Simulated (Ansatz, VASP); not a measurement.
# Hf3Si2O: VASP beside Ansatz

The input INCAR:

```
PREC = Accurate
ENCUT = 600
EDIFF = 1E-6
ISMEAR = 0
SIGMA = 0.1
LREAL = False
LASPH = True
NELM = 60
ALGO = Normal
ISIF = 3
LWAVE = False
LCHARG = False
GGA = PE
IBRION = 2
NSW = 90
EDIFFG = -0.04
```

The input KPOINTS:

```
regular mesh
0
Gamma
  6 6 4
```

POSCAR

```
Hf3Si2O
1.0
    4.4576011652      0.0000000000      0.0000000000
   -2.2288005826      3.8603958490      0.0000000000
    0.0000000000      0.0000000000      5.7934883605
Hf Si O
3 2 1
Direct
    0.6666666667      0.3333333333      0.5000000000
    0.0000000000      0.0000000000      0.0000000000
    0.0000000000      0.0000000000      0.5000000000
    0.3333333333      0.6666666667      0.2767734922
    0.3333333333      0.6666666667      0.7232265078
    0.6666666667      0.3333333333      0.0000000000
```

Input for Ansatz:

```yaml
crystal:
  lattice:
    - [4.4576011652, 0.0, 0.0]
    - [-2.2288005826, 3.860395849, 0.0]
    - [0.0, 0.0, 5.7934883605]
  atoms:
    - { symbol: Hf, position: [0.6666666667, 0.3333333333, 0.5] }
    - { symbol: Hf, position: [0.0, 0.0, 0.0] }
    - { symbol: Hf, position: [0.0, 0.0, 0.5] }
    - { symbol: Si, position: [0.3333333333, 0.6666666667, 0.2767734922] }
    - { symbol: Si, position: [0.3333333333, 0.6666666667, 0.7232265078] }
    - { symbol: O, position: [0.6666666667, 0.3333333333, 0.0] }
basis:
  ecutwfc: 420
kpoints:
  mp_grid: { grid: [6, 6, 4] }
hamiltonian:
  xc: pbe
scf:
  occupations: { method: gaussian, width: 0.1 }
  lower_state_search: "off"
output:
  forces: true
  stress: true
  eigenvalues: true
relax:
  adjacent_minimum: "off"
  f_tol: 0.04
  max_steps: 70
  cell: { stress_tol: 0.4 }
```

Change from the starting cell: species swapped into the Sr2Al3Ge type (P-6m2, No. 187).

Alike in both runs: task relaxation of cell and atoms; functional PBE; k mesh 6 × 6 × 4; occupations gaussian, width 0.1 eV; no spin polarisation.

```csv
,VASP,Ansatz
version,VASP 6.6.1,Ansatz 0.2.0
potentials or method,"VASP PAW PBE potentials, release 64 (Hf_pv, Si, O), cutoff 600 eV","scalar-relativistic, plane waves, PAW"
valence electrons in the cell,44,92
```

```tsv
	VASP	Ansatz	Ansatz less VASP
gap on the k mesh at the Fermi level, each at its own relaxed structure (eV)	none	none	-
relaxed volume (Å³/atom)	16.56	16.64	+0.080
relaxed length of the cell vector where the two differ most in proportion (Å)	5.659	5.669	+0.0093
```

A gap of «none» marks a metal or a gap that the smearing closes. VASP's potentials hold 44 valence electrons a cell and Ansatz's 92, so a difference there can come from the potentials and not from the codes.

Spin-orbit coupling is off throughout.
